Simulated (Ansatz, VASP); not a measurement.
Si2B3 in VASP and in Ansatz

INCAR

```
PREC = Accurate
ENCUT = 500
EDIFF = 1E-7
ISMEAR = 0
SIGMA = 0.2
LREAL = False
LASPH = True
NELM = 120
ALGO = Normal
ISIF = 3
LWAVE = False
LCHARG = False
GGA = PE
IBRION = 2
NSW = 36
EDIFFG = -0.08
GGA_COMPAT = False
NELMIN = 4
```

File KPOINTS:

```
Automatic mesh
0
Gamma
  3 3 5
```

POSCAR

```
Si2B3
1.0
    6.4337001000      0.0000000000      0.0000000000
    0.0000000000      6.4337001000      0.0000000000
    0.0000000000      0.0000000000      3.2586847000
Si B
4 6
Direct
    0.8707259900      0.3707259900      0.0000000000
    0.1292740100      0.6292740100      0.0000000000
    0.3707259900      0.1292740100      0.0000000000
    0.6292740100      0.8707259900      0.0000000000
    0.3379160000      0.8379160000      0.5000000000
    0.8379160000      0.6620840000      0.5000000000
    0.0000000000      0.0000000000      0.0000000000
    0.6620840000      0.1620840000      0.5000000000
    0.1620840000      0.3379160000      0.5000000000
    0.5000000000      0.5000000000      0.0000000000
```

Input for Ansatz:

```yaml
crystal:
  lattice:
    - [6.4337001, 0.0, 0.0]
    - [0.0, 6.4337001, 0.0]
    - [0.0, 0.0, 3.2586847]
  atoms:
    - { symbol: Si, position: [0.87072599, 0.37072599, 0.0] }
    - { symbol: Si, position: [0.12927401, 0.62927401, 0.0] }
    - { symbol: Si, position: [0.37072599, 0.12927401, 0.0] }
    - { symbol: Si, position: [0.62927401, 0.87072599, 0.0] }
    - { symbol: B, position: [0.337916, 0.837916, 0.5] }
    - { symbol: B, position: [0.837916, 0.662084, 0.5] }
    - { symbol: B, position: [0.0, 0.0, 0.0] }
    - { symbol: B, position: [0.662084, 0.162084, 0.5] }
    - { symbol: B, position: [0.162084, 0.337916, 0.5] }
    - { symbol: B, position: [0.5, 0.5, 0.0] }
basis:
  ecutwfc: 420
kpoints:
  mp_grid: { grid: [3, 3, 5] }
hamiltonian:
  xc: pbe
scf:
  occupations: { method: gaussian, width: 0.2 }
  lower_state_search: "off"
output:
  forces: true
  stress: true
  eigenvalues: true
relax:
  adjacent_minimum: "off"
  f_tol: 0.08
  max_steps: 16
  cell: { stress_tol: 0.8 }
```

Change from the starting cell: species swapped into the Yb3Ag2 type (P4/mbm, No. 127).

Alike in both runs: task relaxation of cell and atoms; functional PBE; k mesh 3 × 3 × 5; occupations gaussian, width 0.2 eV; no spin polarisation.

|  | VASP | Ansatz |
| --- | --- | --- |
| version | VASP 6.6.1 | Ansatz 0.2.0 |
| potentials or method | VASP PAW PBE potentials, release 64 (Si, B), cutoff 500 eV | scalar-relativistic, plane waves, PAW |
| valence electrons in the cell | 34 | 34 |

|  | VASP | Ansatz | Ansatz less VASP |
| --- | --- | --- | --- |
| gap on the k mesh at the Fermi level, each at its own relaxed structure (eV) | none | none | - |
| relaxed volume (Å³/atom) | 10.11 | 10.24 | +0.138 |
| relaxed cell length with the largest relative difference (Å) | 5.811 | 5.838 | +0.0267 |

A gap of «none» marks a metal or a gap that the smearing closes.

The k mesh is coarse, so the values compare programs but aren't converged. Noted on VASP's run: the volume moved by over 15 % at a fixed basis, so the end points are rough.
